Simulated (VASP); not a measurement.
# AsN (Fm-3m) in VASP: settings compared, part 2 of 2

VASP 6.6.1. The steps go on from the part before.

### 4 Single point, LDA, collinear spin, ferromagnetic start

INCAR

```
PREC = Accurate
ENCUT = 600
EDIFF = 1E-6
ISMEAR = -5
SIGMA = 0.1
LREAL = F
LASPH = T
NELM = 200
ALGO = Normal
ISIF = 2
LWAVE = F
LCHARG = F
ISPIN = 2
MAGMOM = 3 3
LORBIT = 11
GGA = CA
NBANDS = 16
GGA_COMPAT = F
```

KPOINTS

```
regular mesh
0
Gamma
  7 7 7
```

POSCAR

```
AsN
1.0
    0.0000000000      2.3751110000      2.3751110000
    2.3751110000      0.0000000000      2.3751110000
    2.3751110000      2.3751110000      0.0000000000
N As
1 1
Direct
    0.5000000000      0.5000000000      0.5000000000
    0.0000000000      0.0000000000      0.0000000000
```

Potentials or basis: VASP PAW LDA potentials, release 64 (N, As).

Started as:

```
cat potpaw_LDA.64/N/POTCAR potpaw_LDA.64/As/POTCAR > POTCAR
mpirun -np 1 vasp_std > vasp.out
```

Run time: 37 s. Hardware: 1 thread of Intel Xeon 8259CL, shared host; peak memory 0.16 GiB.

The run converged. Its results:

| Quantity | Value |
| --- | --- |
| Free energy | -12.5637 eV |
| Pressure | -21.0 GPa |
| Band gap on the k mesh | 0.44 eV |
| Net moment | 0.00 μB per cell |
| Valence electrons inside the program's atomic spheres | N 3.45; As 2.49 |

Levels at points of the mesh, in eV from the valence-band top:
Spin up:
```tsv
k point	band 1	band 2	band 3	band 4	band 5	band 6	band 7	band 8	band 9	band 10
(0.00, 0.00, 0.00)	-17.04	-6.23	-2.28	-2.28	-2.28	4.88	4.88	4.88	9.44	9.44
```
Spin down:
| k point | band 1 | band 2 | band 3 | band 4 | band 5 | band 6 | band 7 | band 8 | band 9 | band 10 |
| --- | --- | --- | --- | --- | --- | --- | --- | --- | --- | --- |
| (0.00, 0.00, 0.00) | -17.04 | -6.23 | -2.28 | -2.28 | -2.28 | 4.88 | 4.88 | 4.88 | 9.44 | 9.44 |

Caveat: the cell stands under tension; semilocal functionals underestimate gaps, and a narrow one can read as zero; an odd mesh through Γ misses points on the zone boundary, where band edges can lie.

### 5 Single point, r2SCAN, collinear spin, ferromagnetic start

POSCAR is that of step 4.

INCAR.step1

```
SYSTEM = AsN
PREC = Accurate
ENCUT = 660
ISMEAR = -1
SIGMA = 0.1
LREAL = .False.
LASPH = .True.
NELM = 200
ISPIN = 2
MAGMOM = 3 2
NBANDS = 16
GGA = PE
ALGO = Normal
EDIFF = 1E-5
LWAVE = .True.
LCHARG = .False.
GGA_COMPAT = .False.
```

INCAR.step2

```
SYSTEM = AsN
PREC = Accurate
ENCUT = 660
EDIFF = 1E-6
ISMEAR = -1
SIGMA = 0.1
LREAL = .False.
LASPH = .True.
NELM = 200
ALGO = Normal
ISIF = 2
LWAVE = .False.
LCHARG = .True.
ISPIN = 2
MAGMOM = 3 2
LORBIT = 11
METAGGA = R2SCAN
LMIXTAU = .True.
LELF = .True.
LVHAR = .True.
NBANDS = 16
ISTART = 1
GGA_COMPAT = .False.
```

KPOINTS

```
Automatic mesh
0
Gamma
  7 7 7
  0 0 0
```

Potentials or basis: VASP PAW PBE potentials, release 64 (N, As).

Started as:

```
cat potpaw_PBE.64/N/POTCAR potpaw_PBE.64/As/POTCAR > POTCAR
cp INCAR.step1 INCAR
mpirun -np 1 vasp_std > vasp.out
cp INCAR.step2 INCAR
mpirun -np 1 vasp_std > vasp.out
```

OUTCAR:

```text
SYSTEM = AsN
   PREC = Accurate
   ENCUT = 660
   EDIFF = 1E-6
   ISMEAR = -1
   LREAL = .False.
   LASPH = .True.
   NELM = 200
   ISIF = 2
   ISPIN = 2
   LORBIT = 11
   METAGGA = R2SCAN
   ISTART = 1

 ion  position               nearest neighbor table
   1  0.500  0.500  0.500-
   2  0.000  0.000  0.000-

  LATTYP: Found a face centered cubic cell.
 ALAT       =     4.7502220000

  Lattice vectors:

 A1 = (   0.0000000000,   2.3751110000,   2.3751110000)
 A2 = (   2.3751110000,   0.0000000000,   2.3751110000)
 A3 = (   2.3751110000,   2.3751110000,   0.0000000000)

Analysis of symmetry for initial positions (statically):
=====================================================================
 Subroutine PRICEL returns:
 Original cell was already a primitive cell.

 Routine SETGRP: Setting up the symmetry group for a
 face centered cubic supercell.

 Subroutine GETGRP returns: Found 48 space group operations
[... 932 lines left out ...]
      3      -0.8505      1.00000
      4       0.3129      1.00000
      5       4.7240      1.00000
      6       7.9354      0.00000
[... 8 lines left out ...]
     15      30.3652      0.00000
     16      31.5548      0.00000

------------------------ aborting loop because EDIFF is reached ----------------------------------------

  FORCE on cell =-STRESS in cart. coord.  units (eV):
  Direction    XX          YY          ZZ          XY          YZ          ZX
  --------------------------------------------------------------------------------------
  -------------------------------------------------------------------------------------
  Total       -2.7311495     -2.7311495     -2.7311495      0.0000000      0.0000000      0.0000000
  in kB     -163.2955429   -163.2955429   -163.2955429      0.0000000      0.0000000      0.0000000
  external PRESSURE =    -163.2955429 kB  Pullay stress =       0.0000000 kB

 VOLUME and BASIS-vectors are now :
 -----------------------------------------------------------------------------
  energy-cutoff  :      660.00
  volume of cell :       26.80
      direct lattice vectors                 reciprocal lattice vectors
     0.000000000  2.375111000  2.375111000    -0.210516477  0.210516477  0.210516477
     2.375111000  0.000000000  2.375111000     0.210516477 -0.210516477  0.210516477
     2.375111000  2.375111000  0.000000000     0.210516477  0.210516477 -0.210516477

 POSITION                                       TOTAL-FORCE (eV/Angst)
 -----------------------------------------------------------------------------------
      2.37511      2.37511      2.37511         0.000000     -0.000000      0.000000
      0.00000      0.00000      0.00000        -0.000000      0.000000     -0.000000
 -----------------------------------------------------------------------------------
    total drift:                                0.000000      0.000000      0.000000

  FREE ENERGIE OF THE ION-ELECTRON SYSTEM (eV)
  ---------------------------------------------------
  free  energy   TOTEN  =       -21.5353235645 eV

  energy  without entropy=      -21.5255179643  energy(sigma->0) =      -21.53042076

 total charge

# of ion       s       p       d       tot
------------------------------------------
    1        1.312   2.192   0.000   3.504
    2        1.417   0.988   0.080   2.485
--------------------------------------------------
tot          2.729   3.180   0.080   5.989

 magnetization (x)

# of ion       s       p       d       tot
------------------------------------------
    1        0.000   0.000   0.000   0.000
    2        0.000  -0.000  -0.000  -0.000
--------------------------------------------------
tot          0.000   0.000  -0.000   0.000
```

It took 2.2 min on 1 thread of Intel Xeon 8259CL, shared host; peak memory 0.19 GiB.

Results:

```
Free energy                                           : -21.5353 eV
Pressure                                              : -16.3 GPa
Band gap on the k mesh                                : 0.42 eV
Net moment                                            : 0.00 μB per cell
Valence electrons inside the program's atomic spheres : N 3.50; As 2.48
```

Levels at points of the mesh, in eV from the valence-band top:
Spin up:
| k point | band 3 | band 4 | band 5 | band 6 | band 7 | band 8 |
| --- | --- | --- | --- | --- | --- | --- |
| (0.00, 0.00, 0.00) | -2.58 | -2.58 | -2.58 | 5.09 | 5.09 | 5.09 |
Spin down:
```tsv
k point	band 2	band 3	band 4	band 5	band 6	band 7	band 8	band 9
(0.00, 0.00, 0.00)	-6.80	-2.58	-2.58	-2.58	5.09	5.09	5.09	9.99
```

Caveat: the cell stands under tension; semilocal functionals underestimate gaps, and a narrow one can read as zero; the PAW data sets were made with another functional, which shifts forces and pressure a little; an odd mesh through Γ misses points on the zone boundary, where band edges can lie.

### 6 Overview

```csv
level,potentials or basis,spin,cutoff (eV),smearing,gap on the mesh (eV),pressure (GPa),moment (μB)
r2SCAN,"VASP PAW PBE potentials, release 64 (N, As)",off,660,fermi-dirac 0.1 eV,0.42,-16.3,-
LDA,"VASP PAW LDA potentials, release 64 (N, As)","collinear, ferromagnetic start",600,tetrahedron,0.44,-21.0,0.00
r2SCAN,"VASP PAW PBE potentials, release 64 (N, As)","collinear, ferromagnetic start",660,fermi-dirac 0.1 eV,0.42,-16.3,0.00
```

Alike in all rows: task single point; cell as given; k mesh 7 × 7 × 7.

Caveats: the cell stands under tension; semilocal functionals underestimate gaps, and a narrow one can read as zero; an odd mesh through Γ misses points on the zone boundary, where band edges can lie; the PAW data sets were made with another functional, which shifts forces and pressure a little (at least some runs).

Total energies depend on the potentials used, so only differences within one code and one set of settings carry meaning.
